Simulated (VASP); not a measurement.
A run of VASP 6.6.1 is set up as follows.

Contents of INCAR:

```
ALGO = Normal
EDIFF = 1E-6
ENCUT = 520
GGA = CA
GGA_COMPAT = False
ISIF = 2
ISMEAR = -1
LASPH = True
LCHARG = False
LMAXMIX = 4
LORBIT = 11
LORBMOM = True
LREAL = False
LSORBIT = True
LWAVE = False
MAGMOM = 0 0 0 0 0 0
NBANDS = 31
NELM = 150
PREC = Accurate
SIGMA = 0.05
```

File KPOINTS:

```
k-points
0
Gamma
  6 6 5
```

POSCAR

```
NbTe
1.0
    3.7029743866      0.0000000000      0.0000000000
   -1.8514871933      3.2068698884      0.0000000000
    0.0000000000      0.0000000000      3.6942110000
Te Nb
1 1
Direct
    0.6666666667      0.3333333333      0.0000000000
    0.0000000000      0.0000000000      0.5000000000
```

Potentials or basis: VASP PAW LDA potentials, release 64 (Te, Nb_sv).

The run is started by

```sh
$ cat potpaw_LDA.64/Te/POTCAR potpaw_LDA.64/Nb_sv/POTCAR > POTCAR
$ mpirun -np 1 vasp_ncl > vasp.out
```

Estimate the net moment.

0.00 μB per cell.

What does it give for the pressure?

-7.4 GPa.

Stress tensor (GPa, compression positive):
```
-7.03  0.00  0.00
 0.00 -7.03  0.00
 0.00  0.00 -8.02
```

Caveat: the cell stands under tension.
